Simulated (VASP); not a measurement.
**TiO2: single point with b88 exchange, pbe correlation**

The system is TiO2.

```
Ti O
1.0
     6.19433   -1.89594    0.00000
     6.19433    1.89594    0.00000
    -1.94110    0.00000    6.37088
Ti O
4 8
Direct
  0.90007 0.90007 0.28960
  0.19529 0.19529 0.28376
  0.09993 0.09993 0.71040
  0.80471 0.80471 0.71624
  0.36193 0.36193 0.29340
  0.26349 0.26349 0.65250
  0.86719 0.86719 0.99529
  0.73651 0.73651 0.34750
  0.94165 0.94165 0.63002
  0.13281 0.13281 0.00471
  0.63807 0.63807 0.70660
  0.05835 0.05835 0.36998
```

```yaml
Program: VASP 6.6.1
Task: single point
Functional: b88 exchange, pbe correlation
Potentials_or_basis: VASP PAW PBE potentials, release 64 (Ti_sv, O)
Cutoff: 600 eV
k_mesh: 8 × 8 × 4
Occupations: fermi-dirac, width 0.05 eV
Spin: no spin polarisation
Dipole_correction: no
Further_INCAR_settings: ALGO = Normal; EDIFF = 1e-06; NBANDS = 60
```

The pressure is -4.6 GPa and the largest force is 0.233 eV/Å. The band gap on the k mesh is 2.66 eV (least direct gap 2.82 eV).

Forces in eV/Å, atoms in the order of the input:
```
Ti   0.047  0.000 -0.095
Ti  -0.043  0.000 -0.229
Ti  -0.047  0.000  0.095
Ti   0.043  0.000  0.229
O   -0.102  0.000 -0.018
O   -0.058  0.000  0.056
O   -0.116  0.000 -0.096
O    0.058  0.000 -0.056
O    0.066  0.000  0.033
O    0.116  0.000  0.096
O    0.102  0.000  0.018
O   -0.066  0.000 -0.033
```

Stress tensor (GPa, compression positive):
```
-4.54  0.00 -0.10
 0.00 -4.38  0.00
-0.10  0.00 -4.89
```

Levels at points of the mesh, in eV from the valence-band top:
| k point | band 46 | band 47 | band 48 | band 49 | band 50 | band 51 |
| --- | --- | --- | --- | --- | --- | --- |
| (0.00, 0.00, 0.00) | -0.74 | -0.35 | -0.16 | 2.66 | 2.98 | 3.20 |
| (0.50, 0.00, 0.00) | -0.47 | -0.20 | -0.12 | 3.02 | 3.07 | 3.47 |
| (0.50, 0.50, 0.00) | -0.63 | -0.38 | -0.11 | 2.79 | 2.83 | 3.32 |
| (0.00, 0.00, 0.50) | -0.67 | -0.57 | -0.42 | 2.76 | 3.02 | 3.17 |
| (0.50, 0.00, 0.50) | -0.51 | -0.09 | -0.01 | 3.06 | 3.10 | 3.33 |
| (0.50, 0.50, 0.50) | -0.42 | -0.21 | -0.20 | 2.90 | 3.00 | 3.14 |

Run time: 24 min on 1 thread of Intel(R) Xeon(R) 6975P-C (Granite Rapids), on a shared host, peak memory 0.81 GiB.

Caveat: the cell stands under tension; the PAW data sets were made with another functional, which shifts forces and pressure a little. A k mesh can miss the band edges.
